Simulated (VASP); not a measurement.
Here is a VASP 6.6.1 calculation.

INCAR

```
  ALGO = Normal
  DIPOL = 0.5 0.5 0.501
  EDIFF = 1E-7
  ENCUT = 520
  GGA = PS
  IDIPOL = 3
  ISIF = 2
  ISMEAR = 0
  LASPH = T
  LCHARG = F
  LDIPOL = T
  LREAL = Auto
  LWAVE = F
  NBANDS = 86
  NELM = 80
  PREC = Accurate
  SIGMA = 0.1
```

Contents of KPOINTS:

```
k-points
0
Gamma
  6 11 1
```

Contents of POSCAR:

```
NbN
1.0
    6.1949575900      0.0000000000      0.0000000000
    0.0000000000      3.0974787950      0.0000000000
    0.0000000000      0.0000000000     21.5707447816
Nb N
8 8
Direct
    0.5000000000      0.0000000000      0.3476931407
    0.0000000000      0.0000000000      0.3476931407
    0.7500000000      0.5000000000      0.4492310469
    0.2500000000      0.5000000000      0.4492310469
    0.0000000000      0.0000000000      0.5544761334
    0.5000000000      0.0000000000      0.5544761334
    0.2500000000      0.5000000000      0.6469779306
    0.7500000000      0.5000000000      0.6469779306
    0.2500000000      0.5000000000      0.3476931407
    0.7500000000      0.5000000000      0.3476931407
    0.5000000000      0.0000000000      0.4492310469
    0.0000000000      0.0000000000      0.4492310469
    0.7500000000      0.5000000000      0.5517549013
    0.2500000000      0.5000000000      0.5517549013
    0.0000000000      0.0000000000      0.6610475497
    0.5000000000      0.0000000000      0.6610475497
```

Potentials or basis: VASP PAW PBE potentials, release 64 (Nb_sv, N).

The run is started by

```bash
$ cat potpaw_PBE.64/Nb_sv/POTCAR potpaw_PBE.64/N/POTCAR > POTCAR
$ mpirun -np 1 vasp_std > vasp.out
```

Question: Estimate the largest force.

Answer: 2.479 eV/Å.

Question: Predict the band gap on the k mesh.

Answer: Zero (bands 72 and 73 overlap by 1.50 eV).

Forces in eV/Å, atoms in the order of the input:
```
Nb   0.000  0.000  2.479
Nb   0.000  0.000  2.479
Nb   0.000  0.000 -0.791
Nb   0.000  0.000 -0.791
Nb   0.000  0.000 -0.008
Nb   0.000  0.000 -0.008
Nb   0.000  0.000 -0.005
Nb   0.000  0.000 -0.005
N    0.000  0.000 -1.357
N    0.000  0.000 -1.357
N    0.000  0.000 -0.317
N    0.000  0.000 -0.317
N    0.000  0.000  0.011
N    0.000  0.000  0.011
N    0.000  0.000 -0.012
N    0.000  0.000 -0.012
```

Caveat: the PAW data sets were made with another functional, which shifts forces and pressure a little.
